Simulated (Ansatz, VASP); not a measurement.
# InP in VASP and in Ansatz

Contents of INCAR:

```
SYSTEM = InP
ALGO = Normal
EDIFF = 1E-7
ENCUT = 520
GGA = PS
ISIF = 2
ISMEAR = -1
LASPH = .TRUE.
LCHARG = .FALSE.
LREAL = .FALSE.
LWAVE = .FALSE.
NBANDS = 16
NELM = 60
PREC = Accurate
SIGMA = 0.03
```

Contents of KPOINTS:

```
k-points
0
G
  11 11 11
  0 0 0
```

File POSCAR:

```
InP
1.0
    0.0000000000      2.9305000000      2.9305000000
    2.9305000000      0.0000000000      2.9305000000
    2.9305000000      2.9305000000      0.0000000000
In P
1 1
Direct
    0.0000000000      0.0000000000      0.0000000000
    0.7500000000      0.7500000000      0.7500000000
```

Input for Ansatz:

```yaml
crystal:
  lattice:
    - [0.0, 2.9305, 2.9305]
    - [2.9305, 0.0, 2.9305]
    - [2.9305, 2.9305, 0.0]
  atoms:
    - { symbol: In, position: [0.0, 0.0, 0.0] }
    - { symbol: P, position: [0.75, 0.75, 0.75] }
kpoints:
  mp_grid: { grid: [11, 11, 11] }
  band_path:
    path:
      - [0.0, 0.0, 0.0]
      - [-0.5, -0.5, 0.0]
      - [-0.375, -0.375, 0.25]
      - [-0.375, 0.0, 0.375]
      - [0.0, 0.0, 0.0]
      - [0.0, 0.0, 0.5]
      - [-0.5, -0.25, 0.25]
      - [-0.5, -0.5, 0.0]
    npoints: 5
scf:
  occupations: { method: fermi_dirac, width: 0.03 }
hamiltonian:
  xc: pbesol
  pseudopotentials: { kind: all_electron, lapw: { basis_error: 0.00025 } }
output:
  forces: true
  stress: true
  eigenvalues: true
```

Alike in both runs: task single point; functional PBEsol; k mesh 11 × 11 × 11; occupations fermi-dirac, width 0.03 eV; no spin polarisation.

```csv
,VASP,Ansatz
version,VASP 6.6.1,Ansatz 0.2.0
potentials or method,"VASP PAW PBE potentials, release 64 (In_d, P), cutoff 520 eV","all-electron LAPW, scalar-relativistic"
```

```csv
,VASP,Ansatz,Ansatz less VASP
pressure (GPa),0.6,0.6,+0.02
```

VASP's potentials were made for PBE, not for PBEsol. Ansatz ran all-electron here, and VASP with PAW potentials.
